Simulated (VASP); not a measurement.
# Zr2TeSe (P-6m2) in VASP: further runs, part 2 of 2

VASP 6.6.1.

### 5 Single point, PBE, collinear spin, ferromagnetic start

This run uses another cell than the first one, of 21.98 Å³/atom, 1.105 times its volume.

File INCAR:

```
SYSTEM = Zr2TeSe
PREC     = Accurate       ! precision mode
ENCUT    = 520            ! plane-wave cutoff, eV
EDIFF    = 1E-7           ! SCF threshold, eV
ISMEAR   = 0              ! smearing method
SIGMA    = 0.1            ! smearing width, eV
LREAL    = .False.        ! projectors in reciprocal space
LASPH    = .True.         ! aspherical terms in the spheres
NELM     = 150            ! most SCF steps
ALGO     = Normal         ! electronic algorithm
ISIF     = 2              ! what is computed and relaxed
LWAVE    = .False.        ! write WAVECAR
LCHARG   = .False.        ! write CHGCAR
ISPIN    = 2              ! spin polarisation
MAGMOM   = 1 1 0 0        ! initial moments
LORBIT   = 11             ! projections on sites
LMAXMIX  = 4              ! l up to which the mixer works
GGA      = PE             ! functional
NBANDS   = 30             ! bands
```

File KPOINTS:

```
regular mesh
0
Gamma
  6 6 2
  0 0 0
```

File POSCAR:

```
Zr2TeSe
1.0
    3.6309839409      0.0000000000      0.0000000000
   -1.8154919704      3.1445243335      0.0000000000
    0.0000000000      0.0000000000      7.7013090089
Zr Te Se
2 1 1
Direct
    0.6666666667      0.3333333333      0.2340573489
    0.6666666667      0.3333333333      0.7659426511
    0.0000000000      0.0000000000      0.5000000000
    0.3333333333      0.6666666667      0.0000000000
```

Started as:

```
$ cat potpaw_PBE.64/Zr_sv/POTCAR potpaw_PBE.64/Te/POTCAR potpaw_PBE.64/Se/POTCAR > POTCAR
$ mpirun -np 1 vasp_std > vasp.out
```

Run time: 53 s. Hardware: 1 thread of Intel Xeon 6975P-C (Granite Rapids), shared host; peak memory 0.27 GiB.

It converged, with:

- Free energy: -27.9155 eV
- Pressure: 0.3 GPa
- Largest force: 0.005 eV/Å
- Band gap on the k mesh: zero (filled and empty bands overlap)
- Net moment: 0.00 μB per cell
- Valence electrons inside the program's atomic spheres: Zr 9.79; Te 3.51; Se 3.94

Forces in eV/Å, atoms in the order of the input:
```
Zr   0.000  0.000 -0.005
Zr   0.000  0.000  0.005
Te   0.000  0.000  0.000
Se   0.000  0.000  0.000
```

Stress tensor (GPa, compression positive):
```
0.27 0.00 0.00
0.00 0.27 0.00
0.00 0.00 0.44
```

Levels at points of the mesh, in eV from the Fermi level:
Spin up:
```csv
k point,band 14,band 15,band 16,band 17,band 18,band 19,band 20,band 21,band 22,band 23
"(0.00, 0.00, 0.00)",-3.18,-2.33,-0.50,-0.50,0.01,0.01,0.40,0.40,1.36,1.71
"(0.50, 0.00, 0.00)",-3.90,-3.84,-1.97,-1.93,-1.24,1.00,2.22,2.54,2.77,2.94
"(0.00, 0.00, 0.50)",-3.03,-1.57,-1.57,-0.75,0.08,0.61,0.61,0.90,0.90,2.56
"(0.50, 0.00, 0.50)",-4.25,-3.69,-2.50,-1.49,-1.19,1.34,2.25,2.54,2.81,2.88
```
Spin down:
| k point | band 16 | band 17 | band 18 | band 19 | band 20 | band 21 |
| --- | --- | --- | --- | --- | --- | --- |
| (0.00, 0.00, 0.00) | -0.50 | -0.50 | 0.01 | 0.01 | 0.40 | 0.40 |
| (0.50, 0.00, 0.00) | -1.97 | -1.93 | -1.24 | 1.00 | 2.22 | 2.54 |
| (0.00, 0.00, 0.50) | -1.57 | -0.75 | 0.08 | 0.61 | 0.61 | 0.90 |
| (0.50, 0.00, 0.50) | -2.50 | -1.49 | -1.19 | 1.34 | 2.25 | 2.54 |

Caveat: the k points lie up to 0.41 Å⁻¹ apart; spin-orbit coupling is left out, which moves the levels of the heavy elements.

### 6 Relaxation of cell and atoms, PBE

File INCAR:

```
SYSTEM = Zr2TeSe
PREC = Accurate ; ENCUT = 600
EDIFF = 1E-7 ; ISMEAR = 0
SIGMA = 0.1 ; LREAL = .False.
LASPH = .True. ; NELM = 100
ALGO = Normal ; ISIF = 3
LWAVE = .False. ; LCHARG = .False.
GGA = PE ; IBRION = 2
NSW = 90 ; EDIFFG = -0.04
```

File KPOINTS:

```
regular mesh
0
Gamma
  6 6 4
  0 0 0
```

File POSCAR:

```
Zr2TeSe
1.0
    4.0569547000      0.0000000000      0.0000000000
   -2.0284773500      3.5134258300      0.0000000000
    0.0000000000      0.0000000000      5.5838233100
Zr Te Se
2 1 1
Direct
    0.6666666700      0.3333333300      0.2363359900
    0.6666666700      0.3333333300      0.7636640100
    0.0000000000      0.0000000000      0.5000000000
    0.3333333300      0.6666666700      0.0000000000
```

Potentials or basis: VASP PAW PBE potentials, release 64 (Zr_sv, Te, Se).

Started as:

```
$ cat potpaw_PBE.64/Zr_sv/POTCAR potpaw_PBE.64/Te/POTCAR potpaw_PBE.64/Se/POTCAR > POTCAR
$ mpirun -np 1 vasp_std > vasp.out
```

OUTCAR:

```text
SYSTEM = Zr2TeSe
   PREC = Accurate
   ENCUT = 600
   EDIFF = 1E-7
   ISMEAR = 0
   LREAL = .False.
   LASPH = .True.
   NELM = 100
   ISIF = 3
   GGA = PE
   IBRION = 2
   NSW = 90
   EDIFFG = -0.04

 ion  position               nearest neighbor table
   1  0.667  0.333  0.236-   2 2.64   4 2.69   4 2.69   4 2.69   3 2.77   3 2.77   3 2.77   2 2.94

   2  0.667  0.333  0.764-   1 2.64   4 2.69   4 2.69   4 2.69   3 2.77   3 2.77   3 2.77   1 2.94

   3  0.000  0.000  0.500-   1 2.77   2 2.77   1 2.77   2 2.77   1 2.77   2 2.77
   4  0.333  0.667  0.000-   1 2.69   2 2.69   1 2.69   2 2.69   1 2.69   2 2.69

  LATTYP: Found a hexagonal cell.
 ALAT       =     4.0569547000
 C/A-ratio  =     1.3763583089

  Lattice vectors:

 A1 = (   4.0569547000,   0.0000000000,   0.0000000000)
[... 186 lines left out ...]
  Total       10.6099678     10.6099677     19.3943380      0.0000000      0.0000000      0.0000000
  in kB      213.5807126    213.5807123    390.4117924      0.0000000      0.0000000      0.0000000
  external PRESSURE =     272.5244058 kB  Pullay stress =       0.0000000 kB
[... 1162 lines left out ...]
     21      12.5272      0.00000
     22      12.5314      0.00000

[... ionic steps 4 to 14 ...]

--------------------------------------- Ionic step       15  -------------------------------------------

 number of electron      35.9999999 magnetization

------------------------ aborting loop because EDIFF is reached ----------------------------------------
[... 71 lines left out ...]
--------------------------------------- Ionic step       17  -------------------------------------------

 number of electron      35.9999998 magnetization

 Free energy of the ion-electron system (eV)
  ---------------------------------------------------
  ext. energy  EPLUGINS =         0.00000000
  ---------------------------------------------------
  free energy    TOTEN  =       -27.93285677 eV

  energy without entropy =      -27.92280617  energy(sigma->0) =      -27.92783147

 E-fermi :   9.4406     XC(G=0): -10.9557

 val. band max:        9.4271289566   @ k =   0.1667   0.0000   0.0000
 cond. band min:       9.4413255711   @ k =   0.0000   0.0000   0.0000
 fundamental gap:      0.0141966145
 Fermi energy:         9.4406322641
[... 554 lines left out ...]
  FREE ENERGIE OF THE ION-ELECTRON SYSTEM (eV)
  ---------------------------------------------------
  free  energy   TOTEN  =       -27.9328567686 eV

  energy  without entropy=      -27.9228061722  energy(sigma->0) =      -27.92783147

 reached required accuracy - stopping structural energy minimisation
```

Run time: 6.2 min. Hardware: 1 thread of Intel Xeon 6975P-C (Granite Rapids), shared host; peak memory 0.25 GiB.

What came out:

```yaml
Free_energy: -27.9329 eV
Relaxed_volume: 22.04 Å³/atom
Relaxed_cell: a = 3.634 Å, b = 3.634 Å, c = 7.708 Å, α = 90.00°, β = 90.00°, γ = 120.00°
Space_group_after_relaxing_to_0.05_Å: P-6m2 (No. 187)
Energy_gained_by_relaxing: 624.7 meV/atom
Ionic_steps: 17
Pressure_after_relaxing: -0.1 GPa
Band_gap_on_the_k_mesh: zero (band 18 reaches 9.91 eV, above the bottom of band 19 at 9.34 eV)
```

Forces in eV/Å, atoms in the order of the input:
```
Zr   0.000  0.000  0.003
Zr   0.000  0.000 -0.003
Te   0.000  0.000  0.000
Se   0.000  0.000  0.000
```

Stress tensor (GPa, compression positive):
```
-0.06  0.00  0.00
 0.00 -0.06  0.00
 0.00  0.00 -0.21
```

The path:
```csv
step,energy change (eV),largest force (eV/Å),pressure (GPa),volume (Å³)
1,0.0000,0.3816,27.25,79.59
2,0.1362,0.3535,-13.42,124.95
3,-1.3619,0.1150,-1.86,98.11
4,-1.3651,0.1012,-1.18,97.35
5,-1.3654,0.0942,-0.83,96.97
6,-1.4836,0.2554,-0.82,95.96
7,-1.8883,0.2599,-0.02,92.21
8,-2.3164,0.2179,7.87,82.02
9,-2.4189,0.0916,3.17,86.51
10,-2.4414,0.1438,5.04,84.50
11,-2.4665,0.1420,0.71,87.03
12,-2.4762,0.1373,2.12,86.15
13,-2.4927,0.0953,1.07,87.09
14,-2.4983,0.0514,-0.06,88.18
15,-2.4984,0.0556,0.05,88.08
16,-2.4986,0.0417,0.01,88.10
17,-2.4987,0.0028,-0.11,88.17
```

Final structure:
```cif
data_structure
_symmetry_space_group_name_H-M 'P 1'
_symmetry_Int_Tables_number 1
_cell_length_a 3.6342
_cell_length_b 3.6342
_cell_length_c 7.7083
_cell_angle_alpha 90.000
_cell_angle_beta 90.000
_cell_angle_gamma 120.000
_cell_volume 88.17
loop_
_atom_site_label
_atom_site_type_symbol
_atom_site_fract_x
_atom_site_fract_y
_atom_site_fract_z
_atom_site_occupancy
Zr1 Zr 0.66667 0.33333 0.23414 1
Zr2 Zr 0.66667 0.33333 0.76586 1
Te1 Te 0.00000 0.00000 0.50000 1
Se1 Se 0.33333 0.66667 0.00000 1
```

Levels at points of the mesh, in eV from the Fermi level:
| k point | band 16 | band 17 | band 18 | band 19 | band 20 | band 21 |
| --- | --- | --- | --- | --- | --- | --- |
| (0.00, 0.00, 0.00) | -0.54 | -0.54 | 0.00 | 0.00 | 0.38 | 0.38 |
| (0.50, 0.00, 0.00) | -2.00 | -1.94 | -1.25 | 0.98 | 2.19 | 2.51 |
| (0.00, 0.00, 0.50) | -1.59 | -0.76 | 0.06 | 0.60 | 0.60 | 0.89 |
| (0.50, 0.00, 0.50) | -2.52 | -1.49 | -1.20 | 1.32 | 2.22 | 2.52 |

Caveat: spin-orbit coupling is left out, which moves the levels of the heavy elements.

### 7 Relaxation of cell and atoms, PBE

This run uses another cell than the first one, of 21.98 Å³/atom, 1.105 times its volume.

File INCAR:

```
ALGO = Normal
EDIFF = 1E-6
EDIFFG = -0.01
ENCUT = 600
GGA = PE
IBRION = 2
ISIF = 3
ISMEAR = 0
LASPH = True
LCHARG = False
LREAL = False
LWAVE = False
NELM = 80
NSW = 100
PREC = Accurate
SIGMA = 0.1
```

File KPOINTS:

```
k-points
0
Gamma
  12 12 6
```

File POSCAR:

```
Zr2TeSe
1.0
    3.6309839409      0.0000000000      0.0000000000
   -1.8154919704      3.1445243335      0.0000000000
    0.0000000000      0.0000000000      7.7013090089
Zr Te Se
2 1 1
Direct
    0.6666666667      0.3333333333      0.2340573489
    0.6666666667      0.3333333333      0.7659426511
    0.0000000000      0.0000000000      0.5000000000
    0.3333333333      0.6666666667      0.0000000000
```

Started as:

```
$ cat potpaw_PBE.64/Zr_sv/POTCAR potpaw_PBE.64/Te/POTCAR potpaw_PBE.64/Se/POTCAR > POTCAR
$ mpirun -np 1 vasp_std > vasp.out
```

Wall time 5.7 min (1 thread of Intel Xeon 6975P-C (Granite Rapids), shared host); peak memory 0.37 GiB.

Results (log left out):

```
Free energy                            : -27.9287 eV
Relaxed volume                         : 22.02 Å³/atom
Relaxed cell                           : a = 3.630 Å, b = 3.630 Å, c = 7.717 Å, α = 90.00°, β = 90.00°, γ = 120.00°
Space group after relaxing (to 0.05 Å) : P-6m2 (No. 187)
Energy gained by relaxing              : 0.1 meV/atom
Ionic steps                            : 5
Pressure after relaxing                : 0.0 GPa
Largest force after relaxing           : 0.005 eV/Å
Band gap on the k mesh                 : zero (band 18 reaches 9.90 eV, above the bottom of band 19 at 9.36 eV)
```

Forces in eV/Å, atoms in the order of the input:
```
Zr   0.000  0.000 -0.005
Zr   0.000  0.000  0.005
Te   0.000  0.000  0.000
Se   0.000  0.000  0.000
```

Step by step:
| step | energy change (eV) | largest force (eV/Å) | pressure (GPa) | volume (Å³) |
| --- | --- | --- | --- | --- |
| 1 | 0.0000 | 0.0304 | 0.24 | 87.93 |
| 2 | 0.0000 | 0.0131 | -0.29 | 88.35 |
| 3 | -0.0002 | 0.0215 | -0.04 | 88.14 |
| 4 | -0.0003 | 0.0101 | -0.03 | 88.11 |
| 5 | -0.0003 | 0.0053 | 0.02 | 88.07 |

Final structure:
```xyz
4
Lattice="3.6302 0.0000 0.0000 -1.8151 3.1439 0.0000 0.0000 0.0000 7.7167" Properties=species:S:1:pos:R:3 pbc="T T T"
Zr    1.8151    1.0480    1.8093
Zr    1.8151    1.0480    5.9074
Te    0.0000    0.0000    3.8584
Se    0.0000    2.0959    7.7167
```

Levels at points of the mesh, in eV from the Fermi level:
```tsv
k point	band 15	band 16	band 17	band 18	band 19	band 20	band 21	band 22
(0.00, 0.00, 0.00)	-2.46	-0.65	-0.65	-0.11	-0.11	0.28	0.28	1.19
(0.50, 0.00, 0.00)	-3.97	-2.12	-2.06	-1.38	0.86	2.06	2.40	2.65
(0.00, 0.00, 0.50)	-1.71	-1.71	-0.88	-0.08	0.49	0.49	0.77	0.77
(0.50, 0.00, 0.50)	-3.81	-2.65	-1.61	-1.33	1.21	2.10	2.40	2.69
```

Caveat: spin-orbit coupling is left out, which moves the levels of the heavy elements.

### 8 The runs side by side

| task | spin | cell | k mesh | cutoff (eV) | gap on the mesh (eV) | pressure (GPa) | relaxed volume (Å³/atom) | largest force (eV/Å) |
| --- | --- | --- | --- | --- | --- | --- | --- | --- |
| single point | off | a = 4.057, b = 4.057, c = 5.584 Å, angles 90.0, 90.0, 120.0°, 4 atoms | 6 × 6 × 4 | 520 | none | 27.2 | - | 0.38 |
| single point | off | a = 3.631, b = 3.631, c = 7.701 Å, angles 90.0, 90.0, 120.0°, 4 atoms | 6 × 6 × 4 | 520 | none | 0.2 | - | 0.01 |
| single point | off | a = 3.630, b = 3.630, c = 7.712 Å, angles 90.0, 90.0, 120.0°, 4 atoms | 12 × 12 × 6 | 520 | none | 0.1 | - | 0.01 |
| single point | collinear, ferromagnetic start | a = 3.631, b = 3.631, c = 7.701 Å, angles 90.0, 90.0, 120.0°, 4 atoms | 6 × 6 × 2 | 520 | none | 0.3 | - | 0.01 |
| relaxation of cell and atoms | off | relaxed from a = 4.057, b = 4.057, c = 5.584 Å, angles 90.0, 90.0, 120.0°, 4 atoms | 6 × 6 × 4 | 600 | none | -0.1 | 22.04 | - |
| relaxation of cell and atoms | off | relaxed from a = 3.631, b = 3.631, c = 7.701 Å, angles 90.0, 90.0, 120.0°, 4 atoms | 12 × 12 × 6 | 600 | none | 0.0 | 22.02 | 0.01 |

Alike in all rows: level PBE; potentials or basis VASP PAW PBE potentials, release 64 (Zr_sv, Te, Se); smearing gaussian 0.1 eV.

Caveats: some runs use coarse meshes; spin-orbit coupling is left out, which moves the levels of the heavy elements.

Absolute energies hang on the potentials; compare differences alone.
